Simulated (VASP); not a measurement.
# La (Im-3m) in VASP: notebook

Runs on La. Level: PBE. Tasks: single point, relaxation of cell and atoms.

All numbers are computed with VASP 6.6.1; they aren't measurements. Logs are shortened: lines on timing, memory, paths and dates and some standing lists are left out, and cuts for length are marked.

### Step 1. The cell of the first run

Symmetry: Im-3m, No. 229, cubic system. The conventional cell has a = 4.229 Å, b = 4.229 Å, c = 4.229 Å, α = 90.00°, β = 90.00°, γ = 90.00°. Within 4.8 Å of La (site symmetry m-3m) lie 14 La at 3.66 to 4.23 Å.

### Step 2. Single point, PBE

Contents of INCAR:

```
ALGO = Normal ; EDIFF = 1E-7
ENCUT = 520 ; GGA = PE
ISIF = 2 ; ISMEAR = -1
LASPH = True ; LCHARG = True
LELF = True ; LREAL = False
LVHAR = True ; LWAVE = False
NBANDS = 12 ; NELM = 100
PREC = Accurate ; SIGMA = 0.08
```

Contents of KPOINTS:

```
k-points
0
Gamma
  13 13 13
```

Contents of POSCAR:

```
La
1.0
   -2.1144866542      2.1144866542      2.1144866542
    2.1144866542     -2.1144866542      2.1144866542
    2.1144866542      2.1144866542     -2.1144866542
La
1
Direct
    0.0000000000      0.0000000000      0.0000000000
```

Potentials or basis: VASP PAW PBE potentials, release 64 (La).

Started as:

```console
$ cat potpaw_PBE.64/La/POTCAR > POTCAR
$ mpirun -np 1 vasp_std > vasp.out
```

OUTCAR:

```text
EDIFF = 1E-7
   ENCUT = 520
   GGA = PE
   ISIF = 2
   ISMEAR = -1
   LASPH = True
   LREAL = False
   NELM = 100
   PREC = Accurate

 ion  position               nearest neighbor table
   1  0.000  0.000  0.000-

  LATTYP: Found a body centered cubic cell.
 ALAT       =     4.2289733084

  Lattice vectors:

 A1 = (  -2.1144866542,   2.1144866542,   2.1144866542)
 A2 = (   2.1144866542,  -2.1144866542,   2.1144866542)
 A3 = (   2.1144866542,   2.1144866542,  -2.1144866542)

Analysis of symmetry for initial positions (statically):
=====================================================================
 Subroutine PRICEL returns:
 Original cell was already a primitive cell.

 Routine SETGRP: Setting up the symmetry group for a
 body centered cubic supercell.

 Subroutine GETGRP returns: Found 48 space group operations
 (whereof 48 operations were pure point group operations)
 out of a pool of 48 trial point group operations.

The static configuration has the point symmetry O_h .

Analysis of symmetry for dynamics (positions and initial velocities):
=====================================================================
 Subroutine PRICEL returns:
 Original cell was already a primitive cell.

 Routine SETGRP: Setting up the symmetry group for a
 body centered cubic supercell.

 Subroutine GETGRP returns: Found 48 space group operations
 (whereof 48 operations were pure point group operations)
 out of a pool of 48 trial point group operations.

The dynamic configuration has the point symmetry O_h .

 Subroutine INISYM returns: Found 48 space group operations
 (whereof 48 operations are pure point group operations),
 and found     1 'primitive' translations

----------------------------------------------------------------------------------------

                                     Primitive cell

  volume of cell :      37.8159

  direct lattice vectors                    reciprocal lattice vectors
    -2.114486654  2.114486654  2.114486654     0.000000000  0.236464013  0.236464013
     2.114486654 -2.114486654  2.114486654     0.236464013  0.000000000  0.236464013
     2.114486654  2.114486654 -2.114486654     0.236464013  0.236464013  0.000000000

  length of vectors
     3.662398317  3.662398317  3.662398317     0.334410614  0.334410614  0.334410614

  position of ions in fractional coordinates (direct lattice)
     0.000000000  0.000000000  0.000000000

  ion indices of the primitive-cell ions
   primitive index   ion index
                 1           1

----------------------------------------------------------------------------------------

 KPOINTS: k-points

Automatic generation of k-mesh.
 Grid dimensions read from file:
 generate k-points for:   13   13   13

 Generating k-lattice:

  Cartesian coordinates                     Fractional coordinates (reciprocal lattice)
     0.000000000  0.018189539  0.018189539     0.076923077  0.000000000  0.000000000
     0.018189539  0.000000000  0.018189539     0.000000000  0.076923077  0.000000000
     0.018189539  0.018189539  0.000000000     0.000000000  0.000000000  0.076923077

  Length of vectors
     0.025723893  0.025723893  0.025723893

  Shift w.r.t. Gamma in fractional coordinates (k-lattice)
     0.000000000  0.000000000  0.000000000

 Subroutine IBZKPT returns following result:
 ===========================================

 Found     84 irreducible k-points:

 Following reciprocal coordinates:
            Coordinates               Weight
  0.000000  0.000000  0.000000      1.000000
  0.076923  0.000000  0.000000     12.000000
  0.153846  0.000000  0.000000     12.000000
  0.230769  0.000000  0.000000     12.000000
  0.307692  0.000000  0.000000     12.000000
  0.384615  0.000000  0.000000     12.000000
[... 16 lines left out ...]
  0.153846  0.076923  0.076923     24.000000
  0.230769  0.076923  0.076923     24.000000
 [... further k-points ...]
   k-points           NKPTS =     84   k-points in BZ     NKDIM =     84   number of bands    NBANDS=     12
   number of dos      NEDOS =    301   number of ions     NIONS =      1
   total plane-waves  NPLWV =  21952
   dimension x,y,z NGX =    28 NGY =   28 NGZ =   28
   dimension x,y,z NGXF=    56 NGYF=   56 NGZF=   56
   ions per type =               1
   NGX,Y,Z   is equivalent  to a cutoff of  12.71, 12.71, 12.71 a.u.
   NGXF,Y,Z  is equivalent  to a cutoff of  25.42, 25.42, 25.42 a.u.
 SYSTEM =  unknown system
   PREC   = accura    normal or accurate (medium, high low for compatibility)
   ISTART =      0    job   : 0-new  1-cont  2-samecut
   ICHARG =      2    charge: 1-file 2-atom 10-const
   ISPIN  =      1    spin polarized calculation?
   LNONCOLLINEAR =      F non collinear calculations
   LSORBIT =      F    spin-orbit coupling
   LASPH  =      T    aspherical Exc in radial PAW
   ENCUT  =  520.0 eV  38.22 Ry    6.18 a.u.   6.81  6.81  6.81*2*pi/ulx,y,z
   NELM   =    100;   NELMIN=  2; NELMDL= -5     # of ELM steps
   EDIFF  = 0.1E-06   stopping-criterion for ELM
   LREAL  =      F    real-space projection
   EDIFFG = 0.1E-05   stopping-criterion for IOM
   NSW    =      0    number of steps for IOM
   IBRION =     -1    ionic relax: 0-MD 1-quasi-New 2-CG
   NFREE  =      0    steps in history (QN), initial steepest desc. (CG)
   ISIF   =      2    stress and relaxation
   ISYM   =      2    0-nonsym 1-usesym 2-fastsym
   POTIM  = 0.5000    time-step for ionic-motion
   TEBEG  =    0.0;   TEEND  =   0.0 temperature during run
   PSTRESS=    0.0 pullay stress
   NELECT =      11.0000    total number of electrons
   NUPDOWN=      -1.0000    fix difference up-down
   EMIN   =  10.00;   EMAX   =-10.00  energy-range for DOS
   EFERMI =   0.00;   METHOD = LEGACY
   ISMEAR =    -1;   SIGMA  =   0.08  broadening in eV -4-tet -1-fermi 0-gaus
   EFERMI_NEDOS =   21; number of points for ismear=-14 and -15
   IALGO  =     38    algorithm
   IMIX   =      4    mixing-type and parameters
     AMIX     =   0.40;   BMIX     =  1.00
     AMIX_MAG =   1.60;   BMIX_MAG =  1.00
  volume/ion in A,a.u.               =      37.82       255.19
  Fermi-wavevector in a.u.,A,eV,Ry     =   1.084711  2.049807 16.008592  1.176598
  Thomas-Fermi vector in A             =   2.220808
   LORBIT       =      0    0 simple, 1 ext, 2 COOP (PROOUT), +10 PAW based schemes
   GGA     = PE    functional components
[... 5 lines left out ...]
 non-spin polarized calculation
  energy-cutoff  :      520.00
  volume of cell :       37.82
 maximum number of plane-waves:      1036
   NGX = 13   NGY = 13   NGZ = 13

 number of electron      11.0000000 magnetization

 Free energy of the ion-electron system (eV)
  ---------------------------------------------------
  ext. energy  EPLUGINS =         0.00000000
  ---------------------------------------------------
  free energy    TOTEN  =        -4.78936918 eV

  energy without entropy =       -4.73147215  energy(sigma->0) =       -4.76042066

 E-fermi :   7.6974     XC(G=0):  -9.4882

 val. band max:        7.6888301101   @ k =   0.3077   0.2308   0.0000
 cond. band min:       7.7195465678   @ k =  -0.3846   0.4615   0.1538
 fundamental gap:      0.0307164577
 Fermi energy:         7.6974335722

 k-point     1 :       0.0000    0.0000    0.0000
  band No.  band energies     occupation
      1     -25.2207      2.00000
      2      -8.2404      2.00000
      3      -8.2404      2.00000
      4      -8.2404      2.00000
      5       4.5022      2.00000
      6       9.1622      0.00000
      7       9.1622      0.00000
      8       9.1622      0.00000
      9       9.1865      0.00000
     10       9.1865      0.00000
     11       9.1865      0.00000
     12       9.8985      0.00000

 k-point     2 :       0.0769    0.0000    0.0000
  band No.  band energies     occupation
      1     -25.2100      2.00000
      2      -8.3251      2.00000
      3      -8.2652      2.00000
      4      -8.2414      2.00000
      5       4.6847      2.00000
      6       8.8655      0.00000
      7       8.8655      0.00000
      8       9.1798      0.00000
      9       9.2272      0.00000
     10       9.4055      0.00000
     11       9.4099      0.00000
     12       9.8890      0.00000

 k-point     3 :       0.1538    0.0000    0.0000
  band No.  band energies     occupation
      1     -25.1798      2.00000
      2      -8.5518      2.00000
      3      -8.3327      2.00000
      4      -8.2442      2.00000
      5       5.1703      2.00000
      6       8.5128      0.00007
      7       8.5134      0.00007
      8       9.1655      0.00000
      9       9.3459      0.00000
     10       9.5369      0.00000
     11       9.5699      0.00000
     12       9.8429      0.00000
[... 286 lines left out ...]
 k-point    23 :       0.1538    0.0769    0.0769
  band No.  band energies     occupation
      1     -25.1229      2.00000
      2      -8.9485      2.00000
      3      -8.4025      2.00000
      4      -8.3105      2.00000
      5       6.0507      2.00000
      6       7.9877      0.05173
      7       8.0188      0.03539
      8       9.3053      0.00000
      9       9.5183      0.00000
     10       9.5769      0.00000
     11       9.6038      0.00000
     12       9.8932      0.00000

 k-point    24 :       0.2308    0.0769    0.0769
  band No.  band energies     occupation
      1     -25.0809      2.00000
      2      -9.1833      2.00000
      3      -8.5289      2.00000
      4      -8.3216      2.00000
      5       6.4151      2.00000
      6       7.7555      0.65229
      7       8.1750      0.00510
      8       9.3026      0.00000
      9       9.5305      0.00000
     10       9.6083      0.00000
     11       9.6664      0.00000
     12       9.8719      0.00000

 [... further k-points ...]
[... 5 lines left out ...]
  --------------------------------------------------------------------------------------
  -------------------------------------------------------------------------------------
  Total        0.0092296      0.0092296      0.0092296      0.0000000     -0.0000000      0.0000000
  in kB        0.3910368      0.3910368      0.3910368      0.0000000     -0.0000000      0.0000000
  external PRESSURE =       0.3910368 kB  Pullay stress =       0.0000000 kB

 VOLUME and BASIS-vectors are now :
 -----------------------------------------------------------------------------
  energy-cutoff  :      520.00
  volume of cell :       37.82
      direct lattice vectors                 reciprocal lattice vectors
    -2.114486654  2.114486654  2.114486654     0.000000000  0.236464013  0.236464013
     2.114486654 -2.114486654  2.114486654     0.236464013  0.000000000  0.236464013
     2.114486654  2.114486654 -2.114486654     0.236464013  0.236464013  0.000000000

 POSITION                                       TOTAL-FORCE (eV/Angst)
 -----------------------------------------------------------------------------------
      0.00000      0.00000      0.00000        -0.000000      0.000000      0.000000
 -----------------------------------------------------------------------------------
    total drift:                                0.000000      0.000000      0.000000

  FREE ENERGIE OF THE ION-ELECTRON SYSTEM (eV)
  ---------------------------------------------------
  free  energy   TOTEN  =        -4.7893691782 eV

  energy  without entropy=       -4.7314721470  energy(sigma->0) =       -4.76042066
```

Wall time 45 s (1 thread of AMD EPYC 9R45 (Zen 5), shared host); peak memory 0.16 GiB.

What came out:

```
Free energy : -4.7894 eV
Pressure    : 0.0 GPa
```

Caveat: spin-orbit coupling is left out, which moves the levels of the heavy elements.

### Step 3. Single point, PBE

This run uses another cell than the first one, of 37.59 Å³/atom, 0.994 times its volume.

Contents of INCAR:

```
SYSTEM = La
  PREC = Accurate
  ENCUT = 520
  EDIFF = 1E-6
  ISMEAR = -1
  SIGMA = 0.08
  LREAL = .FALSE.
  LASPH = .TRUE.
  NELM = 100
  ALGO = Normal
  ISIF = 2
  LWAVE = .FALSE.
  LCHARG = .FALSE.
  GGA = PE
  NBANDS = 12
```

Contents of KPOINTS:

```
Automatic mesh
0
G
  13 13 13
  0 0 0
```

Contents of POSCAR:

```
La
1.0
   -2.1102491946      2.1102491946      2.1102491946
    2.1102491946     -2.1102491946      2.1102491946
    2.1102491946      2.1102491946     -2.1102491946
La
1
Direct
    0.0000000000      0.0000000000      0.0000000000
```

Potentials or basis: VASP PAW PBE potentials, release 64 (La).

Started as:

```console
$ cat potpaw_PBE.64/La/POTCAR > POTCAR
$ mpirun -np 1 vasp_std > vasp.out
```

Run time: 38 s. Hardware: 1 thread of AMD EPYC 9R45 (Zen 5), shared host; peak memory 0.16 GiB.

The run converged. Its results:

```
Free energy : -4.7892 eV
Pressure    : 0.3 GPa
```

Levels at points of the mesh, in eV from the Fermi level:
```
           k point  band 4  band 5  band 6  band 7  band 8  band 9
(0.00, 0.00, 0.00)  -15.92   -3.19    1.47    1.47    1.47    1.49
```

Caveat: spin-orbit coupling is left out, which moves the levels of the heavy elements.

### Step 4. Relaxation of cell and atoms, PBE

This run uses another cell than the first one, of 37.33 Å³/atom, 0.987 times its volume.

Contents of INCAR:

```
SYSTEM = La
PREC     = Accurate       ! precision mode
ENCUT    = 600            ! plane-wave cutoff, eV
EDIFF    = 1E-7           ! SCF threshold, eV
ISMEAR   = -1             ! smearing method
SIGMA    = 0.08           ! smearing width, eV
LREAL    = .False.        ! projectors in reciprocal space
LASPH    = .True.         ! aspherical terms in the spheres
NELM     = 60             ! most SCF steps
ALGO     = Normal         ! electronic algorithm
ISIF     = 3              ! what is computed and relaxed
LWAVE    = .False.        ! write WAVECAR
LCHARG   = .False.        ! write CHGCAR
GGA      = PE             ! functional
IBRION   = 2              ! ionic algorithm
NSW      = 60             ! ionic steps
EDIFFG   = -0.005         ! ionic threshold
```

Contents of KPOINTS:

```
Automatic mesh
0
Gamma
  13 13 13
  0 0 0
```

Contents of POSCAR:

```
La
1.0
   -2.1053153331      2.1053153331      2.1053153331
    2.1053153331     -2.1053153331      2.1053153331
    2.1053153331      2.1053153331     -2.1053153331
La
1
Direct
    0.0000000000      0.0000000000      0.0000000000
```

Started as:

```console
$ cat potpaw_PBE.64/La/POTCAR > POTCAR
$ mpirun -np 1 vasp_std > vasp.out
```

It took 70 s on 1 thread of AMD EPYC 9R45 (Zen 5), shared host; peak memory 0.19 GiB.

Results (log left out):

```yaml
Free_energy: -4.7901 eV
Relaxed_volume: 37.88 Å³/atom
Relaxed_cell: a = 3.664 Å, b = 3.664 Å, c = 3.664 Å, α = 109.47°, β = 109.47°, γ = 109.47°
Space_group_after_relaxing_to_0.05_Å: Im-3m (No. 229)
Energy_gained_by_relaxing: 0.7 meV/atom
Ionic_steps: 3
Pressure_after_relaxing: 0.0 GPa
```

The path:
| step | energy change (eV) | largest force (eV/Å) | pressure (GPa) | volume (Å³) |
| --- | --- | --- | --- | --- |
| 1 | 0.0000 | 0.0000 | 0.40 | 37.33 |
| 2 | -0.0007 | 0.0000 | 0.03 | 37.83 |
| 3 | -0.0007 | 0.0000 | 0.00 | 37.88 |

Final structure:
```xyz
1
Lattice="-2.1156 2.1156 2.1156 2.1156 -2.1156 2.1156 2.1156 2.1156 -2.1156" Properties=species:S:1:pos:R:3 pbc="T T T"
La    0.0000    0.0000    0.0000
```

Levels at points of the mesh, in eV from the Fermi level:
```
           k point  band 2  band 3  band 4  band 5  band 6  band 7  band 8  band 9
(0.00, 0.00, 0.00)  -15.94  -15.94  -15.94   -3.20    1.46    1.49    1.49    1.49
```

Caveat: spin-orbit coupling is left out, which moves the levels of the heavy elements.

### Step 5. Relaxation of cell and atoms, PBE, target pressure 0.16 GPa, at which the enthalpy is minimised

This run uses another cell than the first one, of 37.59 Å³/atom, 0.994 times its volume.

Contents of INCAR:

```
PREC     = Accurate       # precision mode
ENCUT    = 600            # plane-wave cutoff, eV
EDIFF    = 1E-7           # SCF threshold, eV
ISMEAR   = -1             # smearing method
SIGMA    = 0.08           # smearing width, eV
LREAL    = False          # projectors in reciprocal space
LASPH    = True           # aspherical terms in the spheres
NELM     = 80             # most SCF steps
ALGO     = Normal         # electronic algorithm
ISIF     = 3              # what is computed and relaxed
LWAVE    = False          # write WAVECAR
LCHARG   = False          # write CHGCAR
GGA      = PE             # functional
IBRION   = 2              # ionic algorithm
NSW      = 60             # ionic steps
EDIFFG   = -0.005         # ionic threshold
PSTRESS  = 1.6
```

Contents of KPOINTS:

```
Automatic mesh
0
Gamma
  13 13 13
```

Contents of POSCAR:

```
La
1.0
   -2.1102491946      2.1102491946      2.1102491946
    2.1102491946     -2.1102491946      2.1102491946
    2.1102491946      2.1102491946     -2.1102491946
La
1
Direct
    0.0000000000      0.0000000000      0.0000000000
```

Started as:

```console
$ cat potpaw_PBE.64/La/POTCAR > POTCAR
$ mpirun -np 1 vasp_std > vasp.out
```

Run time: 52 s. Hardware: 1 thread of AMD EPYC 9R45 (Zen 5), shared host; peak memory 0.19 GiB.

The run converged. Its results:

* Free energy: -4.7900 eV
* Relaxed volume: 37.64 Å³/atom
* Relaxed cell: a = 3.657 Å, b = 3.657 Å, c = 3.657 Å, α = 109.47°, β = 109.47°, γ = 109.47°
* Space group after relaxing (to 0.05 Å): Im-3m (No. 229)
* Energy change on relaxing (the enthalpy is what falls): -0.1 meV/atom
* Ionic steps: 2
* Pressure after relaxing: 0.2 GPa

Final structure:
```xyz
1
Lattice="-2.1112 2.1112 2.1112 2.1112 -2.1112 2.1112 2.1112 2.1112 -2.1112" Properties=species:S:1:pos:R:3 pbc="T T T"
La    2.1112    2.1112    2.1112
```

Levels at points of the mesh, in eV from the Fermi level:
```csv
k point,band 3,band 4,band 5,band 6,band 7,band 8,band 9
"(0.00, 0.00, 0.00)",-15.92,-15.92,-3.19,1.47,1.47,1.47,1.50
```

Caveat: the cell is relaxed towards a set pressure, so the enthalpy falls and the energy may rise; spin-orbit coupling is left out, which moves the levels of the heavy elements.

(Part 1 of 2 ends here.)
